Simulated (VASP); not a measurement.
A run of VASP 6.6.1:

INCAR

```
SYSTEM = MgO
ALGO = Normal
EDIFF = 1E-7
ENCUT = 520
GGA = PS
ISIF = 2
ISMEAR = -1
LASPH = .True.
LCHARG = .True.
LELF = .True.
LREAL = .False.
LVHAR = .True.
LWAVE = .False.
NBANDS = 16
NELM = 100
PREC = Accurate
SIGMA = 0.02
```

The input KPOINTS:

```
k-points
0
Gamma
  12 12 6
  0 0 0
```

File POSCAR:

```
MgO
1.0
    3.4939729552      0.0000000000      0.0000000000
   -1.7469864776      3.0258693393      0.0000000000
    0.0000000000      0.0000000000      4.1942587683
Mg O
2 2
Direct
    0.3333333333      0.6666666667      0.2500000000
    0.6666666667      0.3333333333      0.7500000000
    0.6666666667      0.3333333333      0.2500000000
    0.3333333333      0.6666666667      0.7500000000
```

Potentials or basis: VASP PAW PBE potentials, release 64 (Mg, O).

The run is started by

```bash
$ cat potpaw_PBE.64/Mg/POTCAR potpaw_PBE.64/O/POTCAR > POTCAR
$ mpirun -np 1 vasp_std > vasp.out
```

Hardware: 1 thread of Intel(R) Xeon(R) Platinum 8259CL CPU @ 2.50GHz (Skylake/Cascade Lake) (shared host).

**Question.** Estimate the wall time of this run.

**Answer.** Run time: 72 s on 1 thread of Intel(R) Xeon(R) Platinum 8259CL CPU @ 2.50GHz (Skylake/Cascade Lake) (shared host), peak memory 0.19 GiB. Counts: scf iterations 14, k points 76.
